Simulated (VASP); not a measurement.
Here is a VASP 6.6.1 calculation.

Contents of INCAR:

```
SYSTEM = H
ALGO     = Normal         ! electronic algorithm
EDIFF    = 1E-6           ! SCF threshold, eV
ENCUT    = 520            ! plane-wave cutoff, eV
GGA      = PE             ! functional
ISIF     = 2              ! what is computed and relaxed
ISMEAR   = 0              ! smearing method
ISYM     = 0            
LASPH    = .True.         ! aspherical terms in the spheres
LCHARG   = .False.        ! write CHGCAR
LREAL    = .False.        ! projectors in reciprocal space
LWAVE    = .False.        ! write WAVECAR
NBANDS   = 16             ! bands
NELM     = 80             ! most SCF steps
PREC     = Accurate       ! precision mode
SIGMA    = 0.1            ! smearing width, eV
```

Contents of KPOINTS:

```
k-points
0
Gamma
  3 3 3
  0 0 0
```

POSCAR

```
H
1.0
    5.9645971732     -0.2289548816     -0.0316037510
   -0.2441687162      5.4385131463      0.1953682192
   -0.0220667484      0.1825520626      5.6383166463
H
10
Direct
    0.5663214820      0.6207512766      0.8004930484
    0.9479832841      0.3667609395      0.6825712874
    0.6497906772      0.8405768754      0.3727754928
    0.2525824742      0.2938598484      0.3080376637
    0.0244762486      0.7703170051      0.9858142003
    0.0639691914      0.8571543086      0.8828769850
    0.3241358630      0.2235999891      0.2327237804
    0.4487352811      0.5889624273      0.8453206914
    0.7225199683      0.9192082064      0.2844508506
    0.8787465129      0.2782871724      0.6094831948
```

Potentials or basis: VASP PAW PBE potentials, release 64 (H).

The run is started by

```console
$ cat potpaw_PBE.64/H/POTCAR > POTCAR
$ mpirun -np 1 vasp_std > vasp.out
```

What does it give for the largest force?

0.037 eV/Å.

Estimate the pressure.

-0.1 GPa.

What does it give for the band gap on the k mesh?

9.18 eV, indirect (least direct gap 9.33 eV).

Forces on the atoms (eV/Å):
```
H   -0.032 -0.014  0.010
H   -0.005 -0.007 -0.009
H    0.019  0.022 -0.023
H   -0.004  0.004  0.005
H    0.004  0.005 -0.007
H   -0.003 -0.005  0.007
H    0.004 -0.003 -0.005
H    0.030  0.013 -0.010
H   -0.019 -0.021  0.023
H    0.006  0.008  0.009
```
